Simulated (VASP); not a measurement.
Runs of VASP 6.6.1 on Si2Mo (AlB2 type). The structure is that of space group P6/mmm (No. 191), or close to it. The cells are those of the table. 

```tsv
task	cell	cutoff (eV)	gap on the mesh (eV)	pressure (GPa)
relaxation of cell and atoms	relaxed to 28 GPa from a = 3.376, b = 3.376, c = 3.714 Å, angles 90.0, 90.0, 120.0°, 3 atoms	600	none	28.0
relaxation of cell and atoms	relaxed to 28 GPa from a = 4.115, b = 4.115, c = 2.530 Å, angles 90.0, 90.0, 120.0°, 3 atoms	600	none	28.0
single point	a = 4.115, b = 4.115, c = 2.530 Å, angles 90.0, 90.0, 120.0°, 3 atoms	520	none	(a)
single point	a = 4.115, b = 4.115, c = 2.529 Å, angles 90.0, 90.0, 120.0°, 3 atoms	520	none	28.2
```

Alike in all rows: level PBE; potentials or basis VASP PAW PBE potentials, release 64 (Mo_sv, Si); no spin polarisation; k mesh 9 × 9 × 7; smearing fermi-dirac 0.05 eV.

Fill in the values left out.

(a) 28.1.

Caveats: the cell is relaxed towards a set pressure, so the run minimises the enthalpy, not the energy (at least some runs); the cell stands under pressure (at least some runs); a cell axis changed by over 15 % at a fixed basis, so the end point is rough (at least some runs).

A k mesh can miss the band edges, and the runs leave out spin-orbit coupling on Mo.

A gap of «none» marks levels without a gap at the run's occupations.
